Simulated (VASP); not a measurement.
Set up this calculation in VASP 6.6.1, as the native input.

| Item | Value |
| --- | --- |
| Task | single point |
| Functional | PBEsol |
| Potentials or basis | VASP PAW PBE potentials, release 64 (Cd, Se) |
| Cutoff | 520 eV |
| k mesh | 6 × 6 × 6 |
| Occupations | fermi-dirac, width 0.02 eV |
| Spin | no spin polarisation |
| Dipole correction | no |
| Further INCAR settings | ALGO = Normal; EDIFF = 1e-06; NBANDS = 16 |

The structure of CdSe lies in POSCAR:

```
CdSe
1.0
    3.5331017334      0.0000000000      0.0000000000
    0.0000000000      3.5331017334      0.0000000000
    0.0000000000      0.0000000000      3.5331017334
Cd Se
1 1
Direct
    0.0000000000      0.0000000000      0.0000000000
    0.5000000000      0.5000000000      0.5000000000
```

One way to write it, as run:

INCAR

```
SYSTEM = CdSe
  ALGO = Normal
  EDIFF = 1E-6
  ENCUT = 520
  GGA = PS
  ISIF = 2
  ISMEAR = -1
  LASPH = .TRUE.
  LCHARG = .FALSE.
  LREAL = .FALSE.
  LWAVE = .FALSE.
  NBANDS = 16
  NELM = 60
  PREC = Accurate
  SIGMA = 0.02
```

KPOINTS

```
k-points
0
G
  6 6 6
  0 0 0
```

Potentials or basis: VASP PAW PBE potentials, release 64 (Cd, Se).

Command:

```console
$ cat potpaw_PBE.64/Cd/POTCAR potpaw_PBE.64/Se/POTCAR > POTCAR
$ mpirun -np 1 vasp_std > vasp.out
```

It gave:

- Pressure: -2.5 GPa
- Band gap on the k mesh: zero (bands 9 and 10 overlap by 1.31 eV)

Caveat: the structure was generated, so it needn't be the stable form of CdSe; the PAW data sets were made with another functional, which shifts forces and pressure a little.

It took 5.8 s on 1 thread of Intel(R) Xeon(R) 6975P-C (Granite Rapids), with other jobs on the host, peak memory 0.16 GiB.
